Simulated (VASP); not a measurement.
A run of VASP 6.6.1:

File INCAR:

```
SYSTEM = HfO2
ALGO = Normal ; EDIFF = 1E-6
ENCUT = 520 ; GGA = PE
ISIF = 2 ; ISMEAR = -1
IVDW = 13 ; LASPH = .TRUE.
LCHARG = .FALSE. ; LREAL = .FALSE.
LWAVE = .FALSE. ; NBANDS = 18
NELM = 60 ; PREC = Accurate
SIGMA = 0.05
```

File KPOINTS:

```
k-points
0
G
  9 9 9
  0 0 0
```

POSCAR

```
HfO2
1.0
    0.0000000000      2.5744375797      2.5744375797
    2.5744375797      0.0000000000      2.5744375797
    2.5744375797      2.5744375797      0.0000000000
Hf O
1 2
Direct
    0.0000000000      0.0000000000      0.0000000000
    0.7500000000      0.7500000000      0.7500000000
    0.2500000000      0.2500000000      0.2500000000
```

Potentials or basis: VASP PAW PBE potentials, release 64 (Hf_pv, O).

Launch:

```console
$ cat potpaw_PBE.64/Hf_pv/POTCAR potpaw_PBE.64/O/POTCAR > POTCAR
$ mpirun -np 1 vasp_std > vasp.out
```

Hardware: 1 thread of AMD EPYC 7571, with other jobs on the host.

Problem. Estimate the wall time of this run.

Solution. Wall time 53 s on 1 thread of AMD EPYC 7571, with other jobs on the host, peak memory 0.13 GiB. Counts: scf iterations 14, k points 35.
